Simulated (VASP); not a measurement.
# Hf2N (P4_2/mnm) in VASP: further runs, part 2 of 2

VASP 6.6.1. The steps go on from the part before.

### Step 5. Single point, PBEsol (volume 13.875 Å^3 an atom, c/a of the conventional cell 0.6260)

File INCAR:

```
SYSTEM = Hf2N
ALGO     = Normal         ! electronic algorithm
EDIFF    = 1E-7           ! SCF threshold, eV
ENCUT    = 520            ! plane-wave cutoff, eV
GGA      = PS             ! functional
ISIF     = 2              ! what is computed and relaxed
ISMEAR   = 0              ! smearing method
LASPH    = .TRUE.         ! aspherical terms in the spheres
LCHARG   = .TRUE.         ! write CHGCAR
LELF     = .TRUE.         ! ELF
LREAL    = .FALSE.        ! projectors in reciprocal space
LVHAR    = .TRUE.       
LWAVE    = .FALSE.        ! write WAVECAR
NBANDS   = 34             ! bands
NELM     = 80             ! most SCF steps
PREC     = Accurate       ! precision mode
SIGMA    = 0.15           ! smearing width, eV
```

File KPOINTS:

```
k-points
0
G
  8 8 14
  0 0 0
```

File POSCAR:

```
Hf2N
1.0
    5.1043052260      0.0000000000      0.0000000000
    0.0000000000      5.1043052260      0.0000000000
    0.0000000000      0.0000000000      3.1952950715
Hf N
4 2
Direct
    0.2954631013      0.2954631013      0.0000000000
    0.7045368987      0.7045368987      0.0000000000
    0.7954631013      0.2045368987      0.5000000000
    0.2045368987      0.7954631013      0.5000000000
    0.0000000000      0.0000000000      0.0000000000
    0.5000000000      0.5000000000      0.5000000000
```

Potentials or basis: VASP PAW PBE potentials, release 64 (Hf_pv, N).

Started as:

```
cat potpaw_PBE.64/Hf_pv/POTCAR potpaw_PBE.64/N/POTCAR > POTCAR
mpirun -np 1 vasp_std > vasp.out
```

OUTCAR:

```text
SYSTEM = Hf2N
   EDIFF = 1E-7
   ENCUT = 520
   GGA = PS
   ISIF = 2
   ISMEAR = 0
   LASPH = .TRUE.
   LREAL = .FALSE.
   NELM = 80
   PREC = Accurate

 ion  position               nearest neighbor table
   1  0.295  0.295  0.000-   5 2.13   6 2.18   6 2.18   2 2.95   4 3.05   3 3.05   4 3.05   3 3.05
                             4 3.05   4 3.05   3 3.05   3 3.05   2 3.67   2 3.67
   2  0.705  0.705  0.000-   5 2.13   6 2.18   6 2.18   1 2.95   4 3.05   3 3.05   4 3.05   3 3.05
                             3 3.05   3 3.05   4 3.05   4 3.05   1 3.67   1 3.67
   3  0.795  0.205  0.500-   6 2.13   5 2.18   5 2.18   4 2.95   1 3.05   1 3.05   2 3.05   2 3.05
                             2 3.05   2 3.05   1 3.05   1 3.05   4 3.67   4 3.67
   4  0.205  0.795  0.500-   6 2.13   5 2.18   5 2.18   3 2.95   1 3.05   1 3.05   2 3.05   2 3.05
                             1 3.05   1 3.05   2 3.05   2 3.05   3 3.67   3 3.67
   5  0.000  0.000  0.000-   1 2.13   2 2.13   3 2.18   4 2.18   3 2.18   4 2.18
   6  0.500  0.500  0.500-   3 2.13   4 2.13   1 2.18   2 2.18   1 2.18   2 2.18

  LATTYP: Found a simple tetragonal cell.
 ALAT       =     5.1043052260
 C/A-ratio  =     0.6260000000

  Lattice vectors:

 A1 = (   5.1043052260,   0.0000000000,   0.0000000000)
 A2 = (   0.0000000000,   5.1043052260,   0.0000000000)
 A3 = (   0.0000000000,   0.0000000000,   3.1952950715)

Analysis of symmetry for initial positions (statically):
=====================================================================
 Subroutine PRICEL returns:
 Original cell was already a primitive cell.

 Routine SETGRP: Setting up the symmetry group for a
 simple tetragonal supercell.

 Subroutine GETGRP returns: Found 16 space group operations
 (whereof  8 operations were pure point group operations)
 out of a pool of 16 trial point group operations.

The static configuration has the point symmetry D_2h.
 The point group associated with its full space group is D_4h.

Analysis of symmetry for dynamics (positions and initial velocities):
=====================================================================
 Subroutine PRICEL returns:
 Original cell was already a primitive cell.

 Routine SETGRP: Setting up the symmetry group for a
 simple tetragonal supercell.

 Subroutine GETGRP returns: Found 16 space group operations
 (whereof  8 operations were pure point group operations)
 out of a pool of 16 trial point group operations.

The dynamic configuration has the point symmetry D_2h.
 The point group associated with its full space group is D_4h.

 Subroutine INISYM returns: Found 16 space group operations
 (whereof  8 operations are pure point group operations),
 and found     1 'primitive' translations

----------------------------------------------------------------------------------------

                                     Primitive cell

  volume of cell :      83.2500

  direct lattice vectors                    reciprocal lattice vectors
     5.104305226  0.000000000  0.000000000     0.195913049  0.000000000  0.000000000
     0.000000000  5.104305226  0.000000000     0.000000000  0.195913049  0.000000000
     0.000000000  0.000000000  3.195295071     0.000000000  0.000000000  0.312960142

  length of vectors
     5.104305226  5.104305226  3.195295071     0.195913049  0.195913049  0.312960142

  position of ions in fractional coordinates (direct lattice)
[... 39 lines left out ...]

 Found    120 irreducible k-points:

 Following reciprocal coordinates:
            Coordinates               Weight
  0.000000  0.000000  0.000000      1.000000
  0.125000  0.000000  0.000000      4.000000
  0.250000  0.000000  0.000000      4.000000
  0.375000  0.000000  0.000000      4.000000
  0.500000  0.000000  0.000000      2.000000
  0.125000  0.125000  0.000000      4.000000
[... 16 lines left out ...]
  0.375000  0.125000  0.071429     16.000000
  0.500000  0.125000  0.071429      8.000000
 [... further k-points ...]
   k-points           NKPTS =    120   k-points in BZ     NKDIM =    120   number of bands    NBANDS=     34
   number of dos      NEDOS =    301   number of ions     NIONS =      6
   total plane-waves  NPLWV =  38400
   dimension x,y,z NGX =    40 NGY =   40 NGZ =   24
   dimension x,y,z NGXF=    80 NGYF=   80 NGZF=   48
   ions per type =               4   2
   NGX,Y,Z   is equivalent  to a cutoff of  13.03, 13.03, 12.49 a.u.
   NGXF,Y,Z  is equivalent  to a cutoff of  26.06, 26.06, 24.97 a.u.
 SYSTEM =  Hf2N
   PREC   = accura    normal or accurate (medium, high low for compatibility)
   ISTART =      0    job   : 0-new  1-cont  2-samecut
   ICHARG =      2    charge: 1-file 2-atom 10-const
   ISPIN  =      1    spin polarized calculation?
   LNONCOLLINEAR =      F non collinear calculations
   LSORBIT =      F    spin-orbit coupling
   LASPH  =      T    aspherical Exc in radial PAW
   ENCUT  =  520.0 eV  38.22 Ry    6.18 a.u.   9.49  9.49  5.94*2*pi/ulx,y,z
   NELM   =     80;   NELMIN=  2; NELMDL= -5     # of ELM steps
   EDIFF  = 0.1E-06   stopping-criterion for ELM
   LREAL  =      F    real-space projection
   EDIFFG = 0.1E-05   stopping-criterion for IOM
   NSW    =      0    number of steps for IOM
   IBRION =     -1    ionic relax: 0-MD 1-quasi-New 2-CG
   NFREE  =      0    steps in history (QN), initial steepest desc. (CG)
   ISIF   =      2    stress and relaxation
   ISYM   =      2    0-nonsym 1-usesym 2-fastsym
   POTIM  = 0.5000    time-step for ionic-motion
   TEBEG  =    0.0;   TEEND  =   0.0 temperature during run
   PSTRESS=    0.0 pullay stress
   NELECT =      50.0000    total number of electrons
   NUPDOWN=      -1.0000    fix difference up-down
   EMIN   =  10.00;   EMAX   =-10.00  energy-range for DOS
   EFERMI =   0.00;   METHOD = LEGACY
   ISMEAR =     0;   SIGMA  =   0.15  broadening in eV -4-tet -1-fermi 0-gaus
   EFERMI_NEDOS =   21; number of points for ismear=-14 and -15
   IALGO  =     38    algorithm
   IMIX   =      4    mixing-type and parameters
     AMIX     =   0.40;   BMIX     =  1.00
     AMIX_MAG =   1.60;   BMIX_MAG =  1.00
  volume/ion in A,a.u.               =      13.88        93.63
  Fermi-wavevector in a.u.,A,eV,Ry     =   1.381243  2.610171 25.957633  1.907832
  Thomas-Fermi vector in A             =   2.506045
   LORBIT       =      0    0 simple, 1 ext, 2 COOP (PROOUT), +10 PAW based schemes
   GGA     = PS    functional components
   LHFCALC =     F    Hartree Fock is set to
   AEXX    =    0.0000 exact exchange contribution
   IVDW    =     0    specifies the selected vdW correction
   LEPSILON=     F    determine dielectric tensor
   LRPA    =     F    only Hartree local field effects (RPA)
 non-spin polarized calculation
 Gauss-broadening in eV      SIGMA  =   0.15
  energy-cutoff  :      520.00
  volume of cell :       83.25
 maximum number of plane-waves:      2268
 NGX is ok and might be reduce to    40
   NGX = 19   NGY = 19   NGZ = 11

 number of electron      49.9999994 magnetization

 Free energy of the ion-electron system (eV)
  ---------------------------------------------------
  ext. energy  EPLUGINS =         0.00000000
  ---------------------------------------------------
  free energy    TOTEN  =       -67.08087156 eV

  energy without entropy =      -67.05292917  energy(sigma->0) =      -67.06690036

 E-fermi :   6.5005     XC(G=0): -12.5757

 val. band max:        6.4885513792   @ k =   0.3750   0.2500   0.3571
 cond. band min:       6.5120753029   @ k =   0.1250   0.1250   0.1429
 fundamental gap:      0.0235239237
 Fermi energy:         6.5005144106

 k-point     1 :       0.0000    0.0000    0.0000
  band No.  band energies     occupation
      1     -24.6861      2.00000
      2     -23.9380      2.00000
      3     -23.8566      2.00000
      4     -23.8566      2.00000
      5     -23.6290      2.00000
      6     -23.3742      2.00000
[... 877 lines left out ...]
     33      10.8588      0.00000
     34      10.8588      0.00000

 [... further k-points ...]
[... 5 lines left out ...]
  --------------------------------------------------------------------------------------
  -------------------------------------------------------------------------------------
  Total       11.5907602     11.5907602      7.1310605      0.0000000      0.0000000      0.0000000
  in kB      223.0685068    223.0685068    137.2399210      0.0000000      0.0000000      0.0000000
  external PRESSURE =     194.4589782 kB  Pullay stress =       0.0000000 kB

 VOLUME and BASIS-vectors are now :
 -----------------------------------------------------------------------------
  energy-cutoff  :      520.00
  volume of cell :       83.25
      direct lattice vectors                 reciprocal lattice vectors
     5.104305226  0.000000000  0.000000000     0.195913049  0.000000000  0.000000000
     0.000000000  5.104305226  0.000000000     0.000000000  0.195913049  0.000000000
     0.000000000  0.000000000  3.195295071     0.000000000  0.000000000  0.312960142

 POSITION                                       TOTAL-FORCE (eV/Angst)
 -----------------------------------------------------------------------------------
      1.50813      1.50813      0.00000        -0.099018     -0.099018     -0.000000
      3.59617      3.59617      0.00000         0.099018      0.099018      0.000000
      4.06029      1.04402      1.59765        -0.099018      0.099018     -0.000000
      1.04402      4.06029      1.59765         0.099018     -0.099018     -0.000000
      0.00000      0.00000      0.00000         0.000000     -0.000000     -0.000000
      2.55215      2.55215      1.59765         0.000000     -0.000000     -0.000000
 -----------------------------------------------------------------------------------
    total drift:                               -0.000000      0.000000     -0.000000

  FREE ENERGIE OF THE ION-ELECTRON SYSTEM (eV)
  ---------------------------------------------------
  free  energy   TOTEN  =       -67.0808715622 eV

  energy  without entropy=      -67.0529291674  energy(sigma->0) =      -67.06690036
```

It took 1.9 min on 1 thread of Intel Xeon 6975P-C (Granite Rapids), shared host; peak memory 0.38 GiB.

What came out:

* Free energy: -67.0809 eV
* Pressure: 19.4 GPa
* Largest force: 0.140 eV/Å
* Band gap on the k mesh: zero (band 25 reaches 8.17 eV, above the bottom of band 26 at 5.22 eV)

Forces in eV/Å, atoms in the order of the input:
```
Hf  -0.099 -0.099  0.000
Hf   0.099  0.099  0.000
Hf  -0.099  0.099  0.000
Hf   0.099 -0.099  0.000
N    0.000  0.000  0.000
N    0.000  0.000  0.000
```

Stress tensor (GPa, compression positive):
```
22.31  0.00  0.00
 0.00 22.31  0.00
 0.00  0.00 13.72
```

Levels at points of the mesh, in eV from the Fermi level:
| k point | band 24 | band 25 | band 26 | band 27 | band 28 | band 29 |
| --- | --- | --- | --- | --- | --- | --- |
| (0.00, 0.00, 0.00) | 0.82 | 0.98 | 1.31 | 1.31 | 1.70 | 1.70 |
| (0.50, 0.00, 0.00) | -1.14 | 1.67 | 1.67 | 1.78 | 1.78 | 2.40 |
| (0.50, 0.50, 0.00) | -1.44 | 1.10 | 1.10 | 1.76 | 1.76 | 1.93 |
| (0.00, 0.00, 0.50) | -1.34 | -1.28 | -1.28 | 2.50 | 2.50 | 4.16 |
| (0.50, 0.00, 0.50) | -1.17 | -1.01 | -1.01 | 1.99 | 1.99 | 4.32 |
| (0.50, 0.50, 0.50) | -0.94 | -0.45 | -0.45 | 1.52 | 1.52 | 3.23 |

Caveat: the PAW data sets were made with another functional, which shifts forces and pressure a little; spin-orbit coupling is left out, which moves the levels of the heavy elements.

### Step 6. Summary

```tsv
cell	gap on the mesh (eV)	pressure (GPa)	largest force (eV/Å)
a = 4.985, b = 4.985, c = 3.205 Å, 6 atoms	none	33.3	0.12
a = 5.166, b = 5.166, c = 2.984 Å, 6 atoms	none	34.3	0.49
a = 5.074, b = 5.074, c = 3.093 Å, 6 atoms	none	33.5	0.30
a = 5.104, b = 5.104, c = 3.195 Å, 6 atoms	none	19.4	0.14
```

Alike in all rows: task single point; level PBEsol; potentials or basis VASP PAW PBE potentials, release 64 (Hf_pv, N); no spin polarisation; k mesh 8 × 8 × 14; cutoff (eV) 520; smearing gaussian 0.15 eV.

Caveats: the PAW data sets were made with another functional, which shifts forces and pressure a little; spin-orbit coupling is left out, which moves the levels of the heavy elements.

Total energies depend on the potentials used, so only differences within one code and one set of settings carry meaning.
